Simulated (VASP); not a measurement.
Input of a VASP 6.6.1 run:

File INCAR:

```
SYSTEM = Ti3C
ALGO     = Normal         ! electronic algorithm
DIPOL    = 0.5 0.5 0.352
EDIFF    = 1E-7           ! SCF threshold, eV
ENCUT    = 520            ! plane-wave cutoff, eV
GGA      = PE             ! functional
IDIPOL   = 3            
ISIF     = 2              ! what is computed and relaxed
ISMEAR   = 0              ! smearing method
LASPH    = .True.         ! aspherical terms in the spheres
LCHARG   = .False.        ! write CHGCAR
LDIPOL   = .True.       
LREAL    = .False.        ! projectors in reciprocal space
LWAVE    = .False.        ! write WAVECAR
NBANDS   = 28             ! bands
NELM     = 60             ! most SCF steps
PREC     = Accurate       ! precision mode
SIGMA    = 0.1            ! smearing width, eV
```

Contents of KPOINTS:

```
k-points
0
Gamma
  10 10 1
  0 0 0
```

POSCAR

```
Ti3C
1.0
    2.8192036111      0.0000000000      0.0000000000
   -0.9397345370      2.6579706546      0.0000000000
    0.0000000000      0.0000000000     19.8263803360
Ti C
3 1
Direct
    0.5000000000      0.5000000000      0.2017514005
    0.0000000000      0.0000000000      0.3111715305
    0.5000000000      0.5000000000      0.4199647235
    0.8333333333      1.0000000000      0.4737638734
```

Potentials or basis: VASP PAW PBE potentials, release 64 (Ti_sv, C).

Run with:

```sh
$ cat potpaw_PBE.64/Ti_sv/POTCAR potpaw_PBE.64/C/POTCAR > POTCAR
$ mpirun -np 1 vasp_std > vasp.out
```

(1) Predict the band gap on the k mesh.

(2) Predict the largest force.

## Answers

(1) zero (bands 20 and 21 overlap by 0.36 eV).

(2) 3.825 eV/Å.
